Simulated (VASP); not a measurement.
Sr2V, 3 atoms in the cell. It takes space group P6/mmm (No. 191, hexagonal). Conventional cell: a = 4.118 Å, b = 4.118 Å, c = 4.389 Å, α = 90.00°, β = 90.00°, γ = 120.00°. Within 3.1 Å of Sr (site symmetry -6m2) lie 3 Sr at 2.38 Å. Within 4.4 Å of V (site symmetry 6/mmm) lie 12 Sr at 3.24 Å and 8 V at 4.12 to 4.39 Å. The cell was generated, and may not be a known phase.

| Property | Result |
| --- | --- |
| Program | VASP 6.6.1 |
| Task | single point |
| Functional | PBE |
| Potentials or basis | VASP PAW PBE potentials, release 64 (Sr_sv, V_sv) |
| Cutoff | 520 eV |
| k mesh | 6 × 6 × 4 |
| Occupations | gaussian, width 0.1 eV |
| Spin | collinear spin, ferromagnetic start |
| Starting moments | [0.0, 0.0, 2.0] μB |
| Dipole correction | no |
| Further INCAR settings | ALGO = Normal; EDIFF = 1e-07; NBANDS = 28 |

Potentials or basis: VASP PAW PBE potentials, release 64 (Sr_sv, V_sv).

Run with:

```console
$ cat potpaw_PBE.64/Sr_sv/POTCAR potpaw_PBE.64/V_sv/POTCAR > POTCAR
$ mpirun -np 1 vasp_std > vasp.out
```

Hardware: 1 thread of AMD EPYC 9R45 (Zen 5) (shared host).

Q: How long does it take, and how much memory?

A: Wall time 81 s on 1 thread of AMD EPYC 9R45 (Zen 5), with other jobs on the host, peak memory 0.21 GiB. Counts: scf iterations 25, k points 21.
